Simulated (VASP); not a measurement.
Wanted: the native input for a VASP 6.6.1 run.

```yaml
Task: single point
Functional: PBE
Potentials_or_basis: VASP PAW PBE potentials, release 64 (B, N)
Cutoff: 520 eV
k_mesh: 5 × 5 × 5, shifted
Occupations: gaussian, width 0.01 eV
Spin: no spin polarisation
Dipole_correction: no
Further_INCAR_settings: ALGO = Normal; EDIFF = 1e-06; NBANDS = 11; ISYM = 0
```

The structure of BN (Qingsongite) lies in POSCAR:

```
BN
1.0
    0.0000000000      1.8075000000      1.8075000000
    1.8075000000      0.0000000000      1.8075000000
    1.8075000000      1.8075000000      0.0000000000
B N
1 1
Direct
    0.0138312586     -0.0138312586     -0.0138312586
    0.2500000000      0.2500000000      0.2500000000
```

One way to write it, as run:

INCAR

```
  PREC = Accurate
  ENCUT = 520
  EDIFF = 1E-6
  ISMEAR = 0
  SIGMA = 0.01
  LREAL = False
  LASPH = True
  NELM = 80
  ALGO = Normal
  ISIF = 2
  LWAVE = False
  LCHARG = True
  GGA = PE
  LELF = True
  LVHAR = True
  NBANDS = 11
  ISYM = 0
```

KPOINTS

```
Automatic mesh
0
Gamma
  5 5 5
  0.5 0.5 0.5
```

Potentials or basis: VASP PAW PBE potentials, release 64 (B, N).

Launch:

```sh
$ cat potpaw_PBE.64/B/POTCAR potpaw_PBE.64/N/POTCAR > POTCAR
$ mpirun -np 1 vasp_std > vasp.out
```

It gave:

| Item | Value |
| --- | --- |
| Pressure | 4.0 GPa |
| Largest force | 1.206 eV/Å |
| Band gap on the k mesh | 5.04 eV, indirect (least direct gap 8.73 eV) |

Caveat: the k points lie up to 0.60 Å⁻¹ apart; forces of over 1 eV/Å act on the atoms, so gaps and moduli don't describe the material at rest.

Run time: 18 s on 1 thread of AMD EPYC 9R45 96-Core Processor (Zen 5) (shared host), peak memory 0.11 GiB.
